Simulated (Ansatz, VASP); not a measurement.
This is a calculation of MnS for Ansatz 0.2.0.

input.yaml

```yaml
crystal:
  lattice:
    - [0.0, 2.655581596, 2.655581596]
    - [2.655581596, 0.0, 2.655581596]
    - [2.655581596, 2.655581596, 0.0]
  atoms:
    - { symbol: Mn, position: [0.0, 0.0, 0.0], spin: 4.0 }
    - { symbol: S, position: [0.5, 0.5, 0.5] }
hamiltonian:
  xc: r2scan
  pseudopotentials: { kind: paw }
  dispersion: d3bj
magnetization:
  spin_polarized: true
kpoints:
  mp_grid: { grid: [9, 9, 9] }
scf:
  occupations: { method: fermi_dirac, width: 0.05 }
output:
  forces: true
  stress: true
  eigenvalues: true
```

Potentials or basis: Ansatz PAW.

Launch:

```sh
$ ansatz run input.yaml --threads 2 --pin off --max-ram 5120MiB --backend cpu --events-out ev --progress --plain --runs-dir out
```

Set up the same calculation for VASP 6.6.1. Potentials there: VASP PAW PBE potentials, release 64 (Mn_pv, S).

As run (the cutoff follows the program's own potentials):

File POSCAR:

```
MnS
1.0
    0.0000000000      2.6555815960      2.6555815960
    2.6555815960      0.0000000000      2.6555815960
    2.6555815960      2.6555815960      0.0000000000
Mn S
1 1
Direct
    0.0000000000      0.0000000000      0.0000000000
    0.5000000000      0.5000000000      0.5000000000
```

INCAR.step1

```
SYSTEM = MnS
PREC = Accurate
ENCUT = 520
ISMEAR = -1
SIGMA = 0.05
LREAL = .FALSE.
LASPH = .TRUE.
NELM = 150
ISPIN = 2
MAGMOM = 4 0
LMAXMIX = 4
NBANDS = 20
GGA = PE
ALGO = Normal
EDIFF = 1E-4
LWAVE = .TRUE.
LCHARG = .FALSE.
```

The input INCAR.step2:

```
SYSTEM = MnS
PREC = Accurate
ENCUT = 520
EDIFF = 1E-6
ISMEAR = -1
SIGMA = 0.05
LREAL = .FALSE.
LASPH = .TRUE.
NELM = 150
ALGO = Normal
ISIF = 2
LWAVE = .FALSE.
LCHARG = .FALSE.
ISPIN = 2
MAGMOM = 4 0
LORBIT = 11
LMAXMIX = 4
METAGGA = R2SCAN
LMIXTAU = .TRUE.
IVDW = 12
VDW_S6 = 1.0
VDW_S8 = 0.78981345
VDW_A1 = 0.49484001
VDW_A2 = 5.73083694
NBANDS = 20
ISTART = 1
```

The input KPOINTS:

```
Automatic mesh
0
G
  9 9 9
  0 0 0
```

Potentials or basis: VASP PAW PBE potentials, release 64 (Mn_pv, S).

Launch:

```console
$ cat potpaw_PBE.64/Mn_pv/POTCAR potpaw_PBE.64/S/POTCAR > POTCAR
$ cp INCAR.step1 INCAR
$ mpirun -np 1 vasp_std > vasp.out
$ cp INCAR.step2 INCAR
$ mpirun -np 1 vasp_std > vasp.out
```

Both were run:

|  | VASP | Ansatz | Ansatz less VASP |
| --- | --- | --- | --- |
| gap on the k mesh at the Fermi level (eV) | 0.32 | 0.30 | -0.017 |
| least direct gap on the mesh (eV) | 2.09 | 2.09 | -0.003 |
| pressure (GPa) | -5.5 | -5.5 | +0.03 |
| net moment per atom (μB) | 2.50 | 2.50 | 0.000 |
| size of the moment on the site where the two differ most (μB) | 0.13 | 0.17 | +0.043 |

VASP's potentials were made for PBE, not for r2SCAN. Site moments also hang on the region over which each program counts them. VASP's potentials hold 19 valence electrons a cell and Ansatz's 21, so a difference there can come from the potentials and not from the codes.

Noted on Ansatz's run: the magnetic or orbital state may not be the lowest; odd divisions of the mesh miss points on the zone boundary, where band edges often lie, so the gap on the mesh can be too wide.
